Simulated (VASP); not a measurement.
CoO: single point with PBEsol

The system is CoO.

```xyz
2
Lattice="1.5915 0.9188 2.5492 -1.5915 0.9188 2.5492 0.0000 -1.8377 2.5492" Properties=species:S:1:pos:R:3 pbc="T T T"
Co    0.0000    0.0000    7.6399
O     0.0000    0.0000    5.7436
```

```json
{"Program": "VASP 6.6.1", "Task": "single point", "Functional": "PBEsol", "Potentials or basis": "VASP PAW PBE potentials, release 64 (Co_sv, O)", "Cutoff": "600 eV", "k mesh": "10 × 10 × 10", "Occupations": "fermi-dirac, width 0.05 eV", "Spin": "collinear spin, ferromagnetic start", "Starting moments": "[2.0, 0.0] μB"}
```

| Item | Value |
| --- | --- |
| Pressure | -8.1 GPa |
| Largest force | 0.230 eV/Å |
| Net moment | 2.69 μB per cell |
| Site moments | Co +2.26; O +0.29 μB |
| Valence electrons inside the program's atomic spheres | Co 14.95; O 4.97 |

Forces on the atoms (eV/Å):
```
Co   0.000  0.000  0.230
O    0.000  0.000 -0.230
```

Stress tensor (GPa, compression positive):
```
-9.82  0.00  0.00
 0.00 -9.82  0.00
 0.00  0.00 -4.62
```

Levels at points of the mesh, in eV from the Fermi level:
Spin up:
| k point | band 10 | band 11 | band 12 | band 13 | band 14 | band 15 | band 16 | band 17 |
| --- | --- | --- | --- | --- | --- | --- | --- | --- |
| (0.00, 0.00, 0.00) | -2.28 | 0.07 | 0.34 | 0.34 | 0.50 | 13.99 | 13.99 | 14.58 |
| (0.50, 0.00, 0.00) | -2.20 | -2.19 | -0.48 | -0.42 | 5.67 | 6.91 | 13.53 | 13.89 |
| (0.50, 0.50, 0.00) | -1.95 | -1.79 | -1.64 | -1.57 | 5.17 | 9.99 | 11.05 | 14.18 |
| (0.50, 0.50, 0.50) | -2.22 | -2.22 | -0.61 | -0.61 | 5.63 | 7.24 | 13.43 | 13.43 |
Spin down:
| k point | band 7 | band 8 | band 9 | band 10 | band 11 | band 12 | band 13 | band 14 |
| --- | --- | --- | --- | --- | --- | --- | --- | --- |
| (0.00, 0.00, 0.00) | -5.17 | -5.17 | -0.48 | -0.48 | 0.52 | 2.55 | 2.55 | 2.63 |
| (0.50, 0.00, 0.00) | -4.99 | -4.97 | -0.27 | -0.26 | 0.12 | 1.67 | 1.70 | 6.11 |
| (0.50, 0.50, 0.00) | -4.70 | -4.66 | -1.02 | -0.07 | 0.06 | 0.78 | 0.86 | 6.13 |
| (0.50, 0.50, 0.50) | -4.91 | -4.91 | -0.24 | -0.24 | -0.05 | 1.54 | 1.54 | 6.06 |

It took 78 s on 1 thread of Intel(R) Xeon(R) 6975P-C (Granite Rapids), with other jobs on the host, peak memory 0.24 GiB.

Caveat: the cell stands under tension; the PAW data sets were made with another functional, which shifts forces and pressure a little; a cell with one magnetic atom can't hold antiferromagnetic order, which such compounds often take; semilocal functionals often make such compounds metallic where correlation or magnetic order opens a gap, which also shifts bond lengths. With open d or f shells a metallic result of PBEsol can be an artefact of self-interaction; +U or a hybrid may open a gap.
